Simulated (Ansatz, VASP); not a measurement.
# One calculation of TaN, two programs

INCAR

```
PREC = Accurate
ENCUT = 520
EDIFF = 1E-6
ISMEAR = -1
SIGMA = 0.01
LREAL = False
LASPH = True
NELM = 80
ALGO = Normal
ISIF = 2
LWAVE = False
LCHARG = True
GGA = PS
LELF = True
LVHAR = True
NBANDS = 24
```

KPOINTS

```
regular mesh
0
Gamma
  9 9 5
```

POSCAR

```
TaN
1.0
    3.0500010905      0.0000000000      0.0000000000
   -1.5250005453      2.6413784260      0.0000000000
    0.0000000000      0.0000000000      4.8906000000
Ta N
2 2
Direct
    0.3333333333      0.6666666667      0.0000000000
    0.6666666667      0.3333333333      0.5000000000
    0.3333333333      0.6666666667      0.3850000000
    0.6666666667      0.3333333333      0.8850000000
```

Input for Ansatz:

```yaml
crystal:
  lattice:
    - [3.0500010905, 0.0, 0.0]
    - [-1.5250005453, 2.641378426, 0.0]
    - [0.0, 0.0, 4.8906]
  atoms:
    - { symbol: Ta, position: [0.3333333333, 0.6666666667, 0.0] }
    - { symbol: Ta, position: [0.6666666667, 0.3333333333, 0.5] }
    - { symbol: "N", position: [0.3333333333, 0.6666666667, 0.385] }
    - { symbol: "N", position: [0.6666666667, 0.3333333333, 0.885] }
kpoints:
  mp_grid: { grid: [9, 9, 5] }
  band_path:
    path:
      - [0.0, 0.0, 0.0]
      - [0.5, 0.0, 0.0]
      - [0.3333333333, 0.3333333333, 0.0]
      - [0.0, 0.0, 0.0]
      - [0.0, 0.0, 0.5]
      - [0.5, 0.0, 0.5]
      - [0.3333333333, 0.3333333333, 0.5]
      - [0.0, 0.0, 0.5]
      - [0.5, 0.0, 0.5]
    npoints: 5
scf:
  occupations: { method: fermi_dirac, width: 0.01 }
hamiltonian:
  xc: pbesol
  pseudopotentials: { kind: all_electron, lapw: { basis_error: 0.001 } }
output:
  forces: true
  stress: true
  eigenvalues: true
```

Change from the starting cell: zz strain of -1 %.

Alike in both runs: task single point; functional PBEsol; k mesh 9 × 9 × 5; occupations fermi-dirac, width 0.01 eV; no spin polarisation.

```csv
,VASP,Ansatz
version,VASP 6.6.1,Ansatz 0.2.0
potentials or method,"VASP PAW PBE potentials, release 64 (Ta_pv, N), cutoff 520 eV","all-electron LAPW, scalar-relativistic"
```

Ansatz gave:

```
pressure (GPa)                                                : 130.3
traceless stress, the component that is largest in VASP (GPa) : -13.51
rms of the force components (eV/Å)                            : 0.978
```

Task: Which values does VASP return?

Result: Pressure (GPa): 136.4; traceless stress, the component that is largest in VASP (GPa): -14.01; rms of the force components (eV/Å): 0.993.

VASP's potentials were made for PBE, not for PBEsol. Atom by atom the forces differ by 0.015 eV/Å (rms over components). Both programs put the cell under a high pressure, so it lies far from rest at this level. Ansatz ran all-electron here, and VASP with PAW potentials.

Neither program's run includes spin-orbit coupling. Noted on VASP's run: the cell as given lies far from equilibrium.
